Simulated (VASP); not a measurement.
# Al2Ru (I4/mmm) in VASP: further runs, part 2 of 2

VASP 6.6.1.

### Step 3. Single point, PBEsol

Contents of INCAR:

```
ALGO     = Fast           # electronic algorithm
EDIFF    = 1E-6           # SCF threshold, eV
ENCUT    = 520            # plane-wave cutoff, eV
GGA      = PS             # functional
ISIF     = 2              # what is computed and relaxed
ISMEAR   = 0              # smearing method
LASPH    = T              # aspherical terms in the spheres
LCHARG   = T              # write CHGCAR
LELF     = T              # ELF
LREAL    = F              # projectors in reciprocal space
LVHAR    = T            
LWAVE    = F              # write WAVECAR
NBANDS   = 17             # bands
NELM     = 60             # most SCF steps
PREC     = Accurate       # precision mode
SIGMA    = 0.1            # smearing width, eV
```

Contents of KPOINTS:

```
k-points
0
Gamma
  18 18 18
```

Contents of POSCAR:

```
Al2Ru
1.0
   -1.5604216200      1.5604216200      4.2218055900
    1.5604216200     -1.5604216200      4.2218055900
    1.5604216200      1.5604216200     -4.2218055900
Al Ru
2 1
Direct
    0.6592021900      0.6592021900      0.0000000000
    0.3407978100      0.3407978100      0.0000000000
    0.0000000000      0.0000000000      0.0000000000
```

Potentials or basis: VASP PAW PBE potentials, release 64 (Al, Ru_pv).

On the command line:

```sh
$ cat potpaw_PBE.64/Al/POTCAR potpaw_PBE.64/Ru_pv/POTCAR > POTCAR
$ mpirun -np 1 vasp_std > vasp.out
```

OUTCAR:

```text
EDIFF = 1E-6
   ENCUT = 520
   GGA = PS
   ISIF = 2
   ISMEAR = 0
   LASPH = T
   LREAL = F
   NELM = 60
   PREC = Accurate

 ion  position               nearest neighbor table
   1  0.659  0.659  0.000-   3 2.58   3 2.58   3 2.58   3 2.58   2 2.69   2 2.69   2 2.69   2 2.69
                             2 2.69   3 2.88
   2  0.341  0.341  0.000-   3 2.58   3 2.58   3 2.58   3 2.58   1 2.69   1 2.69   1 2.69   1 2.69
                             1 2.69   3 2.88
   3  0.000  0.000  0.000-   1 2.58   1 2.58   1 2.58   2 2.58   1 2.58   2 2.58   2 2.58   2 2.58
                             1 2.88   2 2.88

  LATTYP: Found a body centered tetragonal cell.
 ALAT       =     3.1208432400
 C/A-ratio  =     2.7055544065

  Lattice vectors:

 A1 = (  -1.5604216200,   1.5604216200,   4.2218055900)
 A2 = (   1.5604216200,  -1.5604216200,   4.2218055900)
 A3 = (   1.5604216200,   1.5604216200,  -4.2218055900)

Analysis of symmetry for initial positions (statically):
=====================================================================
 Subroutine PRICEL returns:
 Original cell was already a primitive cell.

 Routine SETGRP: Setting up the symmetry group for a
 body centered tetragonal supercell.

 Subroutine GETGRP returns: Found 16 space group operations
 (whereof 16 operations were pure point group operations)
 out of a pool of 16 trial point group operations.

The static configuration has the point symmetry D_4h.

Analysis of symmetry for dynamics (positions and initial velocities):
=====================================================================
 Subroutine PRICEL returns:
 Original cell was already a primitive cell.

 Routine SETGRP: Setting up the symmetry group for a
 body centered tetragonal supercell.

 Subroutine GETGRP returns: Found 16 space group operations
[... 117 lines left out ...]
   NUPDOWN=      -1.0000    fix difference up-down
   EMIN   =  10.00;   EMAX   =-10.00  energy-range for DOS
   EFERMI =   0.00;   METHOD = LEGACY
   ISMEAR =     0;   SIGMA  =   0.10  broadening in eV -4-tet -1-fermi 0-gaus
   EFERMI_NEDOS =   21; number of points for ismear=-14 and -15
   IALGO  =     68    algorithm
   IMIX   =      4    mixing-type and parameters
     AMIX     =   0.40;   BMIX     =  1.00
     AMIX_MAG =   1.60;   BMIX_MAG =  1.00
  volume/ion in A,a.u.               =      13.71        92.49
  Fermi-wavevector in a.u.,A,eV,Ry     =   1.287471  2.432967 22.552766  1.657582
  Thomas-Fermi vector in A             =   2.419483
   LORBIT       =      0    0 simple, 1 ext, 2 COOP (PROOUT), +10 PAW based schemes
   GGA     = PS    functional components
   LHFCALC =     F    Hartree Fock is set to
   AEXX    =    0.0000 exact exchange contribution
   IVDW    =     0    specifies the selected vdW correction
   LEPSILON=     F    determine dielectric tensor
   LRPA    =     F    only Hartree local field effects (RPA)
 non-spin polarized calculation
 RMM-DIIS sequential band-by-band and
 Gauss-broadening in eV      SIGMA  =   0.10
  energy-cutoff  :      520.00
  volume of cell :       41.12
 maximum number of plane-waves:      1126
   NGX = 17   NGY = 17   NGZ = 17

 number of electron      19.9999999 magnetization

 Free energy of the ion-electron system (eV)
  ---------------------------------------------------
  ext. energy  EPLUGINS =         0.00000000
  ---------------------------------------------------
  free energy    TOTEN  =       -20.32918875 eV

  energy without entropy =      -20.32793625  energy(sigma->0) =      -20.32856250

 E-fermi :  10.5303     XC(G=0): -12.0216

 val. band max:       10.5270706506   @ k =  -0.2778   0.2222   0.0000
 cond. band min:      10.5477325771   @ k =  -0.2778   0.2778   0.0000
 fundamental gap:      0.0206619265
 Fermi energy:        10.5302540103

 k-point     1 :       0.0000    0.0000    0.0000
  band No.  band energies     occupation
      1     -32.0530      2.00000
      2     -32.0530      2.00000
      3     -31.9721      2.00000
      4      -0.3997      2.00000
      5       5.0900      2.00000
      6       6.6922      2.00000
[... 457 lines left out ...]
      4       0.5091      2.00000
      5       5.5733      2.00000
      6       6.7494      2.00000
[... 9 lines left out ...]
     16      18.7428      0.00000
     17      21.4779      0.00000

 [... further k-points ...]
[... 5 lines left out ...]
  --------------------------------------------------------------------------------------
  -------------------------------------------------------------------------------------
  Total       -0.0317404     -0.0317404     -0.2044099      0.0000000     -0.0000000      0.0000000
  in kB       -1.2367458     -1.2367458     -7.9647165      0.0000000     -0.0000000      0.0000000
  external PRESSURE =      -3.4794027 kB  Pullay stress =       0.0000000 kB

 VOLUME and BASIS-vectors are now :
 -----------------------------------------------------------------------------
  energy-cutoff  :      520.00
  volume of cell :       41.12
      direct lattice vectors                 reciprocal lattice vectors
    -1.560421620  1.560421620  4.221805590     0.000000000  0.320426219  0.118432739
     1.560421620 -1.560421620  4.221805590     0.320426219  0.000000000  0.118432739
     1.560421620  1.560421620 -4.221805590     0.320426219  0.320426219  0.000000000

 POSITION                                       TOTAL-FORCE (eV/Angst)
 -----------------------------------------------------------------------------------
      0.00000      0.00000      5.56605        -0.000000     -0.000000     -0.048120
      0.00000      0.00000      2.87756         0.000000      0.000000      0.048120
      0.00000      0.00000      0.00000         0.000000      0.000000      0.000000
 -----------------------------------------------------------------------------------
    total drift:                                0.000000     -0.000000      0.000000

  FREE ENERGIE OF THE ION-ELECTRON SYSTEM (eV)
  ---------------------------------------------------
  free  energy   TOTEN  =       -20.3291887534 eV

  energy  without entropy=      -20.3279362476  energy(sigma->0) =      -20.32856250
```

stdout:

```text
POSCAR found type information on POSCAR AlRu
 POSCAR found :  2 types and       3 ions
 scaLAPACK will be used
 -----------------------------------------------------------------------------
|                                                                             |
|                                                                             |
|     You enforced a specific xc type in the INCAR file but a different       |
|     I HOPE YOU KNOW WHAT YOU ARE DOING!                                     |
|                                                                             |
 -----------------------------------------------------------------------------

 LDA part: xc-table for (Slater+PW92), standard interpolation
 POSCAR, INCAR and KPOINTS ok, starting setup
 FFT: planning ... GRIDC
 FFT: planning ... GRID_SOFT
 FFT: planning ... GRID
 WAVECAR not read
 entering main loop
```

Wall time 15 min (1 thread of Intel Xeon 8259CL, shared host); peak memory 0.47 GiB.

What came out:

| Item | Value |
| --- | --- |
| Free energy | -20.3292 eV |
| Pressure | -0.3 GPa |
| Largest force | 0.048 eV/Å |
| Band gap on the k mesh | zero (bands 10 and 11 overlap by 0.17 eV) |

Forces on the atoms (eV/Å):
```
Al   0.000  0.000 -0.048
Al   0.000  0.000  0.048
Ru   0.000  0.000  0.000
```

Stress tensor (GPa, compression positive):
```
-0.12  0.00  0.00
 0.00 -0.12  0.00
 0.00  0.00 -0.80
```

Levels at points of the mesh, in eV from the Fermi level:
```csv
k point,band 6,band 7,band 8,band 9,band 10,band 11,band 12,band 13,band 14,band 15
"(0.00, 0.00, 0.00)",-3.84,-1.99,-1.99,-1.99,-0.96,2.39,4.65,6.11,6.11,6.23
"(0.50, 0.00, 0.00)",-4.62,-2.94,-2.75,-2.56,-1.43,0.57,3.04,5.10,6.99,8.48
"(0.50, 0.50, 0.00)",-3.48,-3.43,-3.10,-1.28,-0.35,0.27,1.83,2.00,4.77,5.37
"(0.50, 0.50, 0.50)",-4.00,-2.63,-1.56,-1.56,-0.93,3.15,3.15,6.28,6.45,8.51
```

Caveat: the PAW data sets were made with another functional, which shifts forces and pressure a little.

### Step 4. Single point, PBEsol

Contents of INCAR:

```
SYSTEM = Al2Ru
ALGO     = Fast           ! electronic algorithm
EDIFF    = 1E-6           ! SCF threshold, eV
ENCUT    = 520            ! plane-wave cutoff, eV
GGA      = PS             ! functional
ISIF     = 2              ! what is computed and relaxed
ISMEAR   = 0              ! smearing method
LASPH    = .TRUE.         ! aspherical terms in the spheres
LCHARG   = .FALSE.        ! write CHGCAR
LREAL    = .FALSE.        ! projectors in reciprocal space
LWAVE    = .FALSE.        ! write WAVECAR
NBANDS   = 17             ! bands
NELM     = 100            ! most SCF steps
PREC     = Accurate       ! precision mode
SIGMA    = 0.1            ! smearing width, eV
```

Contents of KPOINTS:

```
k-points
0
G
  18 18 18
  0 0 0
```

POSCAR is that of step 3.

On the command line:

```sh
$ cat potpaw_PBE.64/Al/POTCAR potpaw_PBE.64/Ru_pv/POTCAR > POTCAR
$ mpirun -np 1 vasp_std > vasp.out
```

Run time: 16 min. Hardware: 1 thread of Intel Xeon 8259CL, shared host; peak memory 0.47 GiB.

It converged, with:

```
Free energy            : -20.3292 eV
Pressure               : -0.3 GPa
Largest force          : 0.048 eV/Å
Band gap on the k mesh : zero (bands 10 and 11 overlap by 0.17 eV)
```

Forces in eV/Å, atoms in the order of the input:
```
Al   0.000  0.000 -0.048
Al   0.000  0.000  0.048
Ru   0.000  0.000  0.000
```

Stress tensor (GPa, compression positive):
```
-0.12  0.00  0.00
 0.00 -0.12  0.00
 0.00  0.00 -0.80
```

Levels at points of the mesh, in eV from the Fermi level:
| k point | band 7 | band 8 | band 9 | band 10 | band 11 | band 12 | band 13 | band 14 |
| --- | --- | --- | --- | --- | --- | --- | --- | --- |
| (0.00, 0.00, 0.00) | -1.99 | -1.99 | -1.99 | -0.96 | 2.39 | 4.65 | 6.11 | 6.11 |
| (0.50, 0.00, 0.00) | -2.94 | -2.75 | -2.56 | -1.43 | 0.57 | 3.04 | 5.10 | 6.99 |
| (0.50, 0.50, 0.00) | -3.43 | -3.10 | -1.28 | -0.35 | 0.27 | 1.83 | 2.00 | 4.77 |
| (0.50, 0.50, 0.50) | -2.63 | -1.56 | -1.56 | -0.93 | 3.15 | 3.15 | 6.28 | 6.45 |

Caveat: the PAW data sets were made with another functional, which shifts forces and pressure a little.

### Step 5. Single point, PBEsol

Contents of INCAR:

```
SYSTEM = Al2Ru
PREC = Accurate ; ENCUT = 520
EDIFF = 1E-7 ; ISMEAR = 0
SIGMA = 0.02 ; LREAL = .FALSE.
LASPH = .TRUE. ; NELM = 60
ALGO = Fast ; ISIF = 2
LWAVE = .FALSE. ; LCHARG = .TRUE.
GGA = PS ; LELF = .TRUE.
LVHAR = .TRUE. ; NBANDS = 17
```

Contents of KPOINTS:

```
regular mesh
0
G
  18 18 18
  0 0 0
```

POSCAR is that of step 4.

On the command line:

```sh
$ cat potpaw_PBE.64/Al/POTCAR potpaw_PBE.64/Ru_pv/POTCAR > POTCAR
$ mpirun -np 1 vasp_std > vasp.out
```

Run time: 14 min. Hardware: 1 thread of Intel Xeon 8259CL, shared host; peak memory 0.47 GiB.

The run converged. Its results:

| Property | Result |
| --- | --- |
| Free energy | -20.3286 eV |
| Pressure | -0.4 GPa |
| Largest force | 0.040 eV/Å |
| Band gap on the k mesh | zero (bands 10 and 11 overlap by 0.18 eV) |

Forces in eV/Å, atoms in the order of the input:
```
Al   0.000  0.000 -0.040
Al   0.000  0.000  0.040
Ru   0.000  0.000  0.000
```

Stress tensor (GPa, compression positive):
```
-0.18  0.00  0.00
 0.00 -0.18  0.00
 0.00  0.00 -0.73
```

Levels at points of the mesh, in eV from the Fermi level:
```
           k point  band 6  band 7  band 8  band 9  band 10  band 11  band 12  band 13  band 14  band 15
(0.00, 0.00, 0.00)   -3.86   -2.01   -2.01   -2.00    -0.98     2.37     4.64     6.10     6.10     6.21
(0.50, 0.00, 0.00)   -4.64   -2.96   -2.77   -2.58    -1.45     0.55     3.02     5.08     6.97     8.46
(0.50, 0.50, 0.00)   -3.50   -3.45   -3.11   -1.30    -0.36     0.25     1.81     1.98     4.75     5.35
(0.50, 0.50, 0.50)   -4.02   -2.65   -1.58   -1.58    -0.96     3.13     3.13     6.27     6.44     8.49
```

Caveat: the PAW data sets were made with another functional, which shifts forces and pressure a little.

### Step 6. Single point, PBEsol

Contents of INCAR:

```
SYSTEM = Al2Ru
PREC = Accurate ; ENCUT = 520
EDIFF = 1E-6 ; ISMEAR = 0
SIGMA = 0.05 ; LREAL = .FALSE.
LASPH = .TRUE. ; NELM = 100
ALGO = Fast ; ISIF = 2
LWAVE = .FALSE. ; LCHARG = .FALSE.
GGA = PS ; NBANDS = 17
```

KPOINTS is that of step 5.

POSCAR is that of step 5.

Potentials or basis: VASP PAW PBE potentials, release 64 (Al, Ru_pv).

On the command line:

```sh
$ cat potpaw_PBE.64/Al/POTCAR potpaw_PBE.64/Ru_pv/POTCAR > POTCAR
$ mpirun -np 1 vasp_std > vasp.out
```

It took 14 min on 1 thread of Intel Xeon 8259CL, shared host; peak memory 0.47 GiB.

The run converged. Its results:

```yaml
Free_energy: -20.3287 eV
Pressure: -0.4 GPa
Largest_force: 0.044 eV/Å
Band_gap_on_the_k_mesh: zero (bands 10 and 11 overlap by 0.17 eV)
```

Forces in eV/Å, atoms in the order of the input:
```
Al   0.000  0.000 -0.044
Al   0.000  0.000  0.044
Ru   0.000  0.000  0.000
```

Stress tensor (GPa, compression positive):
```
-0.15  0.00  0.00
 0.00 -0.15  0.00
 0.00  0.00 -0.75
```

Levels at points of the mesh, in eV from the Fermi level:
| k point | band 8 | band 9 | band 10 | band 11 | band 12 | band 13 |
| --- | --- | --- | --- | --- | --- | --- |
| (0.00, 0.00, 0.00) | -2.01 | -2.00 | -0.98 | 2.37 | 4.64 | 6.10 |
| (0.50, 0.00, 0.00) | -2.77 | -2.57 | -1.44 | 0.56 | 3.03 | 5.08 |
| (0.50, 0.50, 0.00) | -3.11 | -1.29 | -0.36 | 0.25 | 1.81 | 1.98 |
| (0.50, 0.50, 0.50) | -1.57 | -1.57 | -0.95 | 3.13 | 3.13 | 6.27 |

Caveat: the PAW data sets were made with another functional, which shifts forces and pressure a little.

### Step 7. Overview

```csv
k mesh,smearing,further INCAR settings,gap on the mesh (eV),pressure (GPa),largest force (eV/Å)
16 × 16 × 16,gaussian 0.1 eV,ALGO = Fast; EDIFF = 1e-07; NBANDS = 17,none,-0.4,0.05
18 × 18 × 18,gaussian 0.1 eV,ALGO = Fast; EDIFF = 1e-06; NBANDS = 17,none,-0.3,0.05
18 × 18 × 18,gaussian 0.02 eV,ALGO = Fast; EDIFF = 1e-07; NBANDS = 17,none,-0.4,0.04
18 × 18 × 18,gaussian 0.05 eV,ALGO = Fast; EDIFF = 1e-06; NBANDS = 17,none,-0.4,0.04
```

Alike in all rows: task single point; level PBEsol; potentials or basis VASP PAW PBE potentials, release 64 (Al, Ru_pv); no spin polarisation; cell as given; cutoff (eV) 520.

Caveats: the PAW data sets were made with another functional, which shifts forces and pressure a little.

Total energies depend on the potentials used, so only differences within one code and one set of settings carry meaning.

The gap in the log of VASP goes by the Fermi energy; the results here count the filled bands.